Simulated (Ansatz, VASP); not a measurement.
**Two plane-wave programs on AlCr2C**

```
Al Cr C
1.0
     2.82289    0.00000    0.00000
    -1.41145    2.44470    0.00000
     0.00000    0.00000   12.63015
Al Cr C
2 4 2
Cartesian
  1.4114 0.8149 3.1575
  0.0000 1.6298 9.4726
  0.0000 1.6298 5.2473
  1.4114 0.8149 11.5624
  1.4114 0.8149 7.3828
  0.0000 1.6298 1.0678
  0.0000 0.0000 6.3151
  0.0000 0.0000 0.0000
```

Alike in both runs: functional r2SCAN; k mesh 15 × 15 × 4; occupations gaussian, width 0.1 eV; no spin polarisation.

Ansatz relaxed the structure, and its values are those at the end. VASP's run is a single point on that final structure, the one shown.

```csv
,VASP,Ansatz
version,VASP 6.6.1,Ansatz 0.2.0
potentials or method,"VASP PAW PBE potentials, release 64 (Al, Cr_sv, C), cutoff 660 eV","scalar-relativistic, plane waves, PAW"
valence electrons in the cell,70,70
```

VASP gave:

```
gap on the k mesh at the Fermi level (eV) : none
pressure (GPa)                            : -1.2
rms of the force components (eV/Å)        : 0.007
```

**Question.** Estimate Ansatz's values.

**Answer.** gap on the k mesh at the Fermi level (eV): none; pressure (GPa): 0.0; rms of the force components (eV/Å): 0.001.

VASP's potentials were made for PBE, not for r2SCAN. A gap of «none» marks a metal or a gap that the smearing closes. The functional is the same, so the differences come from potentials, cutoffs and numerics.
